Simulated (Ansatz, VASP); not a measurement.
**SiSn2Ge3: VASP beside Ansatz**

```
CELL_PARAMETERS angstrom
-2.85757 2.85757 5.00943
2.85757 -2.85757 5.00943
2.85757 2.85757 -5.00943
ATOMIC_POSITIONS crystal
Si 0.00000 0.00000 0.00000
Sn 0.25000 0.75000 0.50000
Sn 0.75000 0.25000 0.50000
Ge 0.75661 0.75661 0.00000
Ge 0.24339 0.24339 0.00000
Ge 0.50000 0.50000 0.00000
```

Alike in both runs: functional PBE; k mesh 4 × 4 × 4; occupations gaussian, width 0.1 eV; no spin polarisation.

Ansatz relaxed the structure, and its values are those at the end. VASP's run is a single point on that final structure, the one shown.

```csv
,VASP,Ansatz
version,VASP 6.6.1,Ansatz 0.2.0
potentials or method,"VASP PAW PBE potentials, release 64 (Si, Sn_d, Ge_d), cutoff 520 eV","scalar-relativistic, plane waves, PAW"
valence electrons in the cell,74,74
```

```csv
,VASP,Ansatz,Ansatz less VASP
gap on the k mesh at the Fermi level (eV),none,none,-
pressure (GPa),-0.2,-0.2,+0.01
rms of the force components (eV/Å),0.015,0.013,-0.0018
```

A gap of «none» marks a metal or a gap that the smearing closes.

The k mesh is coarse, so the values compare programs but aren't converged.
